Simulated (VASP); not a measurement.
Set up this calculation in VASP 6.6.1, as the native input.

```
Task                   : electric field gradients
Functional             : PBE
Potentials or basis    : VASP PAW PBE potentials, release 64 (V_sv)
Cutoff                 : 520 eV
k mesh                 : 18 × 18 × 10
Occupations            : fermi-dirac, width 0.08 eV
Spin                   : collinear spin, ferromagnetic start
Starting moments       : [1.5, 1.5] μB
Dipole correction      : no
Further INCAR settings : ALGO = Normal; EDIFF = 1e-08; NBANDS = 24
```

The structure of V lies in POSCAR:

```
V
1.0
    2.5861311384      0.0000000000      0.0000000000
   -1.2930655692      2.2396552633      0.0000000000
    0.0000000000      0.0000000000      4.6405480631
V
2
Direct
    0.3333333333      0.6666666667      0.2500000000
    0.6666666667      0.3333333333      0.7500000000
```

This isn't the form of V at room conditions, which is bcc.

The input as run:

INCAR

```
ALGO     = Normal         # electronic algorithm
EDIFF    = 1E-8           # SCF threshold, eV
ENCUT    = 520            # plane-wave cutoff, eV
GGA      = PE             # functional
ISIF     = 2              # what is computed and relaxed
ISMEAR   = -1             # smearing method
ISPIN    = 2              # spin polarisation
LASPH    = True           # aspherical terms in the spheres
LCHARG   = False          # write CHGCAR
LEFG     = True         
LMAXMIX  = 4              # l up to which the mixer works
LORBIT   = 11             # projections on sites
LREAL    = False          # projectors in reciprocal space
LWAVE    = False          # write WAVECAR
MAGMOM   = 1.5 1.5        # initial moments
NBANDS   = 24             # bands
NELM     = 150            # most SCF steps
PREC     = Accurate       # precision mode
SIGMA    = 0.08           # smearing width, eV
```

KPOINTS

```
k-points
0
Gamma
  18 18 10
```

Potentials or basis: VASP PAW PBE potentials, release 64 (V_sv).

Run with:

```bash
$ cat potpaw_PBE.64/V_sv/POTCAR > POTCAR
$ mpirun -np 1 vasp_std > vasp.out
```

It gave:

```
Pressure                                              : 5.8 GPa
Band gap on the k mesh                                : zero (filled and empty bands overlap)
Net moment                                            : 0.00 μB per cell
Largest electric field gradient by atom               : V -10.3 V/Å²
Valence electrons inside the program's atomic spheres : V 11.68
```

Caveat: the cell stands under pressure; without QUAD_EFG the Cq values of the log hold for a quadrupole moment of 1 mb, not for the nuclei.

Run time: 3.1 min on 1 thread of Intel(R) Xeon(R) 6975P-C (Granite Rapids) (shared host), peak memory 0.29 GiB.
